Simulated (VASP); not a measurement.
# B (Cmme) in VASP: further runs

Runs on B. Level: PBE. Tasks: relaxation of cell and atoms.

Program: VASP 6.6.1. These are calculated values, not measurements. Logs are shortened: lines on timing, memory, paths and dates and some standing lists are left out, and cuts for length are marked.

### Step 1. The cell of the first run

It takes space group Cmme (No. 67, orthorhombic). Conventional cell: a = 4.665 Å, b = 5.724 Å, c = 3.331 Å, α = 90.00°, β = 90.00°, γ = 90.00°. B (site symmetry m) has 4 B at 1.67 to 1.74 Å within 2.2 Å. Within 2.2 Å of B (site symmetry 222) lie 4 B at 1.67 Å.

The cell was built from a structure type or drawn by symmetry, and may not be a known phase.

### Step 2. Relaxation of cell and atoms, PBE

The input, INCAR:

```
SYSTEM = B
ALGO = Normal ; EDIFF = 1E-6
EDIFFG = -0.04 ; ENCUT = 600
GGA = PE ; IBRION = 2
ISIF = 3 ; ISMEAR = 0
LASPH = .True. ; LCHARG = .False.
LREAL = .False. ; LWAVE = .False.
NELM = 60 ; NSW = 90
PREC = Accurate ; SIGMA = 0.1
```

The input, KPOINTS:

```
k-points
0
Gamma
  6 6 6
  0 0 0
```

The input, POSCAR:

```
B
1.0
    2.3325412700     -2.8622178700      0.0000000000
    2.3325412700      2.8622178700      0.0000000000
    0.0000000000      0.0000000000      3.3306557400
B
6
Direct
    0.6039974100      0.3960025900      0.3101849400
    0.8960025900      0.1039974100      0.3101849400
    0.3960025900      0.6039974100      0.6898150600
    0.1039974100      0.8960025900      0.6898150600
    0.7500000000      0.7500000000      0.0000000000
    0.2500000000      0.2500000000      0.0000000000
```

Potentials or basis: VASP PAW PBE potentials, release 64 (B).

Command:

```sh
$ cat potpaw_PBE.64/B/POTCAR > POTCAR
$ mpirun -np 1 vasp_std > vasp.out
```

OUTCAR:

```text
SYSTEM = B
   EDIFF = 1E-6
   EDIFFG = -0.04
   ENCUT = 600
   GGA = PE
   IBRION = 2
   ISIF = 3
   ISMEAR = 0
   LASPH = .True.
   LREAL = .False.
   NELM = 60
   NSW = 90
   PREC = Accurate

 ion  position               nearest neighbor table
   1  0.604  0.396  0.310-   5 1.67   6 1.67   2 1.67   3 1.74
   2  0.896  0.104  0.310-   5 1.67   6 1.67   1 1.67   4 1.74
   3  0.396  0.604  0.690-   5 1.67   6 1.67   4 1.67   1 1.74
   4  0.104  0.896  0.690-   5 1.67   6 1.67   3 1.67   2 1.74
   5  0.750  0.750  0.000-   1 1.67   2 1.67   3 1.67   4 1.67
   6  0.250  0.250  0.000-   1 1.67   2 1.67   3 1.67   4 1.67

  LATTYP: Found a base centered orthorhombic cell.
 ALAT       =     4.6650825400
 B/A-ratio  =     1.2270813412
 C/A-ratio  =     0.7139543002

  Lattice vectors:

 A1 = (   2.3325412700,  -2.8622178700,   0.0000000000)
 A2 = (   2.3325412700,   2.8622178700,   0.0000000000)
 A3 = (   0.0000000000,   0.0000000000,   3.3306557400)

Analysis of symmetry for initial positions (statically):
=====================================================================
 Subroutine PRICEL returns:
 Original cell was already a primitive cell.

 Routine SETGRP: Setting up the symmetry group for a
 base centered orthorhombic supercell.

 Subroutine GETGRP returns: Found  8 space group operations
 (whereof  4 operations were pure point group operations)
 out of a pool of  8 trial point group operations.

The static configuration has the point symmetry C_2h.
 The point group associated with its full space group is D_2h.

Analysis of symmetry for dynamics (positions and initial velocities):
=====================================================================
 Subroutine PRICEL returns:
 Original cell was already a primitive cell.

 Routine SETGRP: Setting up the symmetry group for a
 base centered orthorhombic supercell.

 Subroutine GETGRP returns: Found  8 space group operations
 (whereof  4 operations were pure point group operations)
 out of a pool of  8 trial point group operations.

The dynamic configuration has the point symmetry C_2h.
 The point group associated with its full space group is D_2h.

 Subroutine INISYM returns: Found  8 space group operations
 (whereof  4 operations are pure point group operations),
 and found     1 'primitive' translations

----------------------------------------------------------------------------------------

                                     Primitive cell

  volume of cell :      44.4725

  direct lattice vectors                    reciprocal lattice vectors
     2.332541270 -2.862217870  0.000000000     0.214358479 -0.174689707  0.000000000
     2.332541270  2.862217870  0.000000000     0.214358479  0.174689707  0.000000000
     0.000000000  0.000000000  3.330655740     0.000000000  0.000000000  0.300241177

  length of vectors
     3.692294667  3.692294667  3.330655740     0.276524956  0.276524956  0.300241177

  position of ions in fractional coordinates (direct lattice)
     0.603997410  0.396002590  0.310184940
     0.896002590  0.103997410  0.310184940
     0.396002590  0.603997410  0.689815060
     0.103997410  0.896002590  0.689815060
     0.750000000  0.750000000  0.000000000
     0.250000000  0.250000000  0.000000000

  ion indices of the primitive-cell ions
   primitive index   ion index
                 1           1
                 2           2
                 3           3
                 4           4
                 5           5
                 6           6

----------------------------------------------------------------------------------------

 KPOINTS: k-points

Automatic generation of k-mesh.
 Grid dimensions read from file:
 generate k-points for:    6    6    6

 Generating k-lattice:

  Cartesian coordinates                     Fractional coordinates (reciprocal lattice)
     0.035726413 -0.029114951  0.000000000     0.166666667  0.000000000  0.000000000
     0.035726413  0.029114951  0.000000000     0.000000000  0.166666667  0.000000000
     0.000000000  0.000000000  0.050040196     0.000000000  0.000000000  0.166666667

  Length of vectors
     0.046087493  0.046087493  0.050040196

  Shift w.r.t. Gamma in fractional coordinates (k-lattice)
     0.000000000  0.000000000  0.000000000

 Subroutine IBZKPT returns following result:
 ===========================================

 Found     52 irreducible k-points:

 Following reciprocal coordinates:
            Coordinates               Weight
  0.000000  0.000000  0.000000      1.000000
  0.166667 -0.000000  0.000000      4.000000
  0.333333  0.000000  0.000000      4.000000
  0.500000  0.000000  0.000000      2.000000
  0.166667  0.166667  0.000000      2.000000
  0.333333  0.166667  0.000000      4.000000
[... 16 lines left out ...]
  0.333333  0.333333  0.166667      4.000000
  0.500000  0.333333  0.166667      8.000000
 [... further k-points ...]
   k-points           NKPTS =     52   k-points in BZ     NKDIM =     52   number of bands    NBANDS=     13
   number of dos      NEDOS =    301   number of ions     NIONS =      6
   total plane-waves  NPLWV =  25200
   dimension x,y,z NGX =    30 NGY =   30 NGZ =   28
   dimension x,y,z NGXF=    60 NGYF=   60 NGZF=   56
   ions per type =               6
   NGX,Y,Z   is equivalent  to a cutoff of  13.51, 13.51, 13.98 a.u.
   NGXF,Y,Z  is equivalent  to a cutoff of  27.02, 27.02, 27.95 a.u.
 SYSTEM =  B
   PREC   = accura    normal or accurate (medium, high low for compatibility)
   ISTART =      0    job   : 0-new  1-cont  2-samecut
   ICHARG =      2    charge: 1-file 2-atom 10-const
   ISPIN  =      1    spin polarized calculation?
   LNONCOLLINEAR =      F non collinear calculations
   LSORBIT =      F    spin-orbit coupling
   LASPH  =      T    aspherical Exc in radial PAW
   ENCUT  =  600.0 eV  44.10 Ry    6.64 a.u.   7.37  7.37  6.65*2*pi/ulx,y,z
   NELM   =     60;   NELMIN=  2; NELMDL= -5     # of ELM steps
   EDIFF  = 0.1E-05   stopping-criterion for ELM
   LREAL  =      F    real-space projection
   EDIFFG = -.4E-01   stopping-criterion for IOM
   NSW    =     90    number of steps for IOM
   IBRION =      2    ionic relax: 0-MD 1-quasi-New 2-CG
   NFREE  =      1    steps in history (QN), initial steepest desc. (CG)
   ISIF   =      3    stress and relaxation
   ISYM   =      2    0-nonsym 1-usesym 2-fastsym
   POTIM  = 0.5000    time-step for ionic-motion
   TEBEG  =    0.0;   TEEND  =   0.0 temperature during run
   PSTRESS=    0.0 pullay stress
   NELECT =      18.0000    total number of electrons
   NUPDOWN=      -1.0000    fix difference up-down
   EMIN   =  10.00;   EMAX   =-10.00  energy-range for DOS
   EFERMI =   0.00;   METHOD = LEGACY
   ISMEAR =     0;   SIGMA  =   0.10  broadening in eV -4-tet -1-fermi 0-gaus
   EFERMI_NEDOS =   21; number of points for ismear=-14 and -15
   IALGO  =     38    algorithm
   IMIX   =      4    mixing-type and parameters
     AMIX     =   0.40;   BMIX     =  1.00
     AMIX_MAG =   1.60;   BMIX_MAG =  1.00
  volume/ion in A,a.u.               =       7.41        50.02
  Fermi-wavevector in a.u.,A,eV,Ry     =   1.210975  2.288410 19.952396  1.466460
  Thomas-Fermi vector in A             =   2.346505
   LORBIT       =      0    0 simple, 1 ext, 2 COOP (PROOUT), +10 PAW based schemes
   GGA     = PE    functional components
   LHFCALC =     F    Hartree Fock is set to
   AEXX    =    0.0000 exact exchange contribution
   IVDW    =     0    specifies the selected vdW correction
   LEPSILON=     F    determine dielectric tensor
   LRPA    =     F    only Hartree local field effects (RPA)
 conjugate gradient relaxation of ions
 non-spin polarized calculation
 Gauss-broadening in eV      SIGMA  =   0.10
  energy-cutoff  :      600.00
  volume of cell :       44.47
 maximum number of plane-waves:      1498
 NGX is ok and might be reduce to    30
   NGX = 15   NGY = 15   NGZ = 13

--------------------------------------- Ionic step        1  -------------------------------------------

 number of electron      18.0000000 magnetization

 Free energy of the ion-electron system (eV)
  ---------------------------------------------------
  ext. energy  EPLUGINS =         0.00000000
  ---------------------------------------------------
  free energy    TOTEN  =       -33.56008756 eV

  energy without entropy =      -33.54818869  energy(sigma->0) =      -33.55413812

------------------------ aborting loop because EDIFF is reached ----------------------------------------

  FORCE on cell =-STRESS in cart. coord.  units (eV):
  Direction    XX          YY          ZZ          XY          YZ          ZX
  --------------------------------------------------------------------------------------
  -------------------------------------------------------------------------------------
  Total       13.3141815     -4.3358051     14.4991748      0.0000000     -0.0000000      0.0000000
  in kB      479.6597627   -156.2027115    522.3506023      0.0000000     -0.0000000      0.0000000
  external PRESSURE =     281.9358845 kB  Pullay stress =       0.0000000 kB
[... 101 lines left out ...]
  FREE ENERGIE OF THE ION-ELECTRON SYSTEM (eV)
  ---------------------------------------------------
  free  energy   TOTEN  =       -34.9279362393 eV

  energy  without entropy=      -34.9183508822  energy(sigma->0) =      -34.92314356

[... ionic steps 4 to 40 ...]

--------------------------------------- Ionic step       41  -------------------------------------------

 number of electron      18.0000000 magnetization

------------------------ aborting loop because EDIFF is reached ----------------------------------------
[... 75 lines left out ...]
--------------------------------------- Ionic step       43  -------------------------------------------

 number of electron      18.0000000 magnetization

 Free energy of the ion-electron system (eV)
  ---------------------------------------------------
  ext. energy  EPLUGINS =         0.00000000
  ---------------------------------------------------
  free energy    TOTEN  =       -37.64991921 eV

  energy without entropy =      -37.63957115  energy(sigma->0) =      -37.64474518

 E-fermi :   4.7399     XC(G=0): -11.2702

 val. band max:        4.7074010166   @ k =   0.5000   0.0000   0.0000
 cond. band min:       4.7441157087   @ k =   0.5000   0.0000   0.3333
 fundamental gap:      0.0367146921
 Fermi energy:         4.7398964234

 k-point     1 :       0.0000    0.0000    0.0000
  band No.  band energies     occupation
      1      -9.5154      2.00000
      2      -4.3032      2.00000
      3      -2.0838      2.00000
      4      -1.1225      2.00000
      5       0.4725      2.00000
      6       1.2722      2.00000
      7       1.3614      2.00000
      8       4.1204      2.00000
      9       4.4310      1.99999
     10       5.7563      0.00000
     11       6.1425      0.00000
     12       8.4217      0.00000
     13       8.7607      0.00000
[... 354 lines left out ...]
  band No.  band energies     occupation
      1      -7.1355      2.00000
      2      -6.3552      2.00000
      3      -4.3615      2.00000
      4      -2.5037      2.00000
      5       0.6903      2.00000
      6       1.4769      2.00000
      7       2.0788      2.00000
      8       3.2640      2.00000
      9       4.5062      1.99905
     10       7.6114      0.00000
     11       8.4737      0.00000
     12       9.2206      0.00000
     13      12.1058      0.00000

 [... further k-points ...]
[... 5 lines left out ...]
  --------------------------------------------------------------------------------------
  -------------------------------------------------------------------------------------
  Total        0.0229258      0.1510632     -0.1180202      0.0000000      0.0000000      0.0000000
  in kB        0.7744126      5.1027885     -3.9866229      0.0000000      0.0000000      0.0000000
  external PRESSURE =       0.6301927 kB  Pullay stress =       0.0000000 kB
[... 21 lines left out ...]
  FREE ENERGIE OF THE ION-ELECTRON SYSTEM (eV)
  ---------------------------------------------------
  free  energy   TOTEN  =       -37.6499192054 eV

  energy  without entropy=      -37.6395711521  energy(sigma->0) =      -37.64474518

 reached required accuracy - stopping structural energy minimisation
```

Run time: 6.5 min. Hardware: 1 thread of Intel Xeon Platinum 8488C (Sapphire Rapids), shared host; peak memory 0.17 GiB.

Results:

- Free energy: -37.6499 eV
- Relaxed volume: 7.91 Å³/atom
- Relaxed cell: a = 3.907 Å, b = 3.907 Å, c = 3.139 Å, α = 90.00°, β = 90.00°, γ = 81.91°
- Space group after relaxing (to 0.1 Å): Cmme (No. 67)
- Energy gained by relaxing: 681.6 meV/atom
- Ionic steps: 43
- Pressure after relaxing: 0.1 GPa
- Largest force after relaxing: 0.023 eV/Å
- Band gap on the k mesh: zero (bands 9 and 10 overlap by 3.55 eV)

Forces on the atoms (eV/Å):
```
B    0.000 -0.002  0.023
B    0.000  0.002  0.023
B    0.000  0.002 -0.023
B    0.000 -0.002 -0.023
B    0.000  0.000  0.000
B    0.000  0.000  0.000
```

Step by step:
```
step  energy change (eV)  largest force (eV/Å)  pressure (GPa)  volume (Å³)
   1              0.0000                1.2097           28.19        44.47
   3             -1.3678                1.8364           -5.15        51.42
   5             -1.9412                1.0116           -8.07        51.57
   7             -1.9814                0.9071           -8.92        51.56
   9             -2.1244                0.1061           -0.97        49.01
  11             -2.1356                0.2436            1.63        48.25
  13             -2.1828                0.6375            2.31        47.96
  15             -2.7056                1.6872            5.18        46.45
  17             -2.8796                2.1759            6.91        45.55
  19             -2.9086                2.2963            7.99        45.09
  21             -2.9110                2.3007            8.00        45.07
  23             -2.9152                2.2805            8.03        44.97
  25             -2.9278                2.2603            7.94        44.98
  27             -2.9832                2.1692            7.56        45.02
  29             -3.1842                1.7518            6.14        45.19
  31             -3.6160                0.7365            3.17        45.81
  33             -3.7105                0.9827            2.99        46.05
  35             -3.9763                0.7155            3.57        47.22
  37             -4.0405                0.5165            0.79        47.45
  39             -4.0745                0.2471           -2.98        48.17
  41             -4.0889                0.0520           -0.46        47.53
  43             -4.0898                0.0227            0.06        47.43
```

Final structure:
```
B
1.0
     2.95047   -2.56074    0.00000
     2.95047    2.56074    0.00000
     0.00000    0.00000    3.13889
B
6
Cartesian
  2.9505 -0.3991 0.7890
  2.9505 -2.1616 0.7890
  2.9505 0.3991 2.3499
  2.9505 2.1616 2.3499
  4.4257 0.0000 0.0000
  1.4752 0.0000 0.0000
```

Levels at points of the mesh, in eV from the Fermi level:
```
           k point  band 6  band 7  band 8  band 9  band 10  band 11  band 12  band 13
(0.00, 0.00, 0.00)   -3.47   -3.38   -0.62   -0.31     1.02     1.40     3.68     4.02
(0.50, 0.00, 0.00)   -3.63   -1.89   -1.89   -0.03    -0.03     3.51     3.51     7.34
(0.50, 0.50, 0.00)   -2.32   -0.74   -0.70    1.04     1.10     3.53     4.92     5.79
(0.00, 0.00, 0.50)   -3.31   -3.12   -2.78   -2.65    -2.50     4.30     4.33     5.17
(0.50, 0.00, 0.50)   -4.80   -2.49   -2.49   -0.72    -0.72     2.69     2.69     7.22
(0.50, 0.50, 0.50)   -5.89   -5.42   -3.82   -1.21     4.14     5.26     5.65     8.45
```

### Step 3. Relaxation of cell and atoms, PBE

This run uses another cell than the first one, of 7.92 Å³/atom.

The input, INCAR:

```
PREC = Accurate
ENCUT = 600
EDIFF = 1E-7
ISMEAR = 0
SIGMA = 0.1
LREAL = False
LASPH = True
NELM = 60
ALGO = Normal
ISIF = 3
LWAVE = False
LCHARG = False
GGA = PE
IBRION = 2
NSW = 100
EDIFFG = -0.01
```

The input, KPOINTS:

```
Automatic mesh
0
Gamma
  10 10 12
```

The input, POSCAR:

```
B
1.0
    2.5672691241     -2.9512750917      0.0000000000
    2.5672691241      2.9512750917      0.0000000000
    0.0000000000      0.0000000000      3.1344223312
B
6
Direct
    0.5782101018      0.0782101018      0.2514796631
    0.9217898982      0.4217898982      0.2514796631
    0.4217898982      0.9217898982      0.7485203369
    0.0782101018      0.5782101018      0.7485203369
    0.2500000000      0.2500000000      0.0000000000
    0.7500000000      0.7500000000      0.0000000000
```

Potentials or basis: VASP PAW PBE potentials, release 64 (B).

Command:

```sh
$ cat potpaw_PBE.64/B/POTCAR > POTCAR
$ mpirun -np 1 vasp_std > vasp.out
```

It took 3.9 min on 1 thread of Intel Xeon Platinum 8488C (Sapphire Rapids), shared host; peak memory 0.26 GiB.

It converged, with:

- Free energy: -37.6834 eV
- Relaxed volume: 7.89 Å³/atom
- Relaxed cell: a = 3.934 Å, b = 3.934 Å, c = 3.088 Å, α = 90.00°, β = 90.00°, γ = 97.72°
- Space group after relaxing (to 0.1 Å): Cmme (No. 67)
- Energy gained by relaxing: 1.9 meV/atom
- Ionic steps: 7
- Pressure after relaxing: 0.0 GPa
- Largest force after relaxing: 0.007 eV/Å
- Band gap on the k mesh: zero (bands 9 and 10 overlap by 3.42 eV)

Forces on the atoms (eV/Å):
```
B   -0.006  0.000 -0.004
B    0.006  0.000 -0.004
B    0.006  0.000  0.004
B   -0.006  0.000  0.004
B    0.000  0.000  0.000
B    0.000  0.000  0.000
```

Step by step:
| step | energy change (eV) | largest force (eV/Å) | pressure (GPa) | volume (Å³) |
| --- | --- | --- | --- | --- |
| 1 | 0.0000 | 0.1039 | -0.26 | 47.50 |
| 2 | -0.0074 | 0.0677 | -0.28 | 47.41 |
| 3 | -0.0084 | 0.0593 | -0.28 | 47.36 |
| 4 | -0.0112 | 0.0215 | 0.69 | 47.20 |
| 5 | -0.0113 | 0.0257 | 0.55 | 47.23 |
| 6 | -0.0115 | 0.0175 | -0.17 | 47.41 |
| 7 | -0.0116 | 0.0068 | 0.03 | 47.36 |

Final structure:
```
CELL_PARAMETERS angstrom
2.58822 -2.96266 0.00000
2.58822 2.96266 0.00000
0.00000 0.00000 3.08801
ATOMIC_POSITIONS crystal
B 0.58080 0.08080 0.25167
B 0.91920 0.41920 0.25167
B 0.41920 0.91920 0.74833
B 0.08080 0.58080 0.74833
B 0.25000 0.25000 0.00000
B 0.75000 0.75000 0.00000
```

Levels at points of the mesh, in eV from the Fermi level:
```
           k point  band 5  band 6  band 7  band 8  band 9  band 10  band 11  band 12  band 13
(0.00, 0.00, 0.00)   -4.40   -3.63   -3.15   -0.36   -0.17     0.74     1.54     3.40     3.80
(0.50, 0.00, 0.00)   -3.81   -3.81   -1.75   -1.75    0.13     0.13     3.31     3.31     7.59
(0.50, 0.50, 0.00)   -2.65   -2.49   -0.56   -0.52    0.85     1.26     3.51     4.55     6.19
(0.00, 0.00, 0.50)   -3.85   -3.40   -3.18   -2.91   -2.79    -2.57     4.27     4.31     4.32
(0.50, 0.00, 0.50)   -4.84   -4.84   -2.65   -2.65   -0.82    -0.82     2.49     2.49     7.03
(0.50, 0.50, 0.50)   -6.61   -5.94   -5.48   -3.93   -1.31     3.90     5.05     5.56     7.43
```
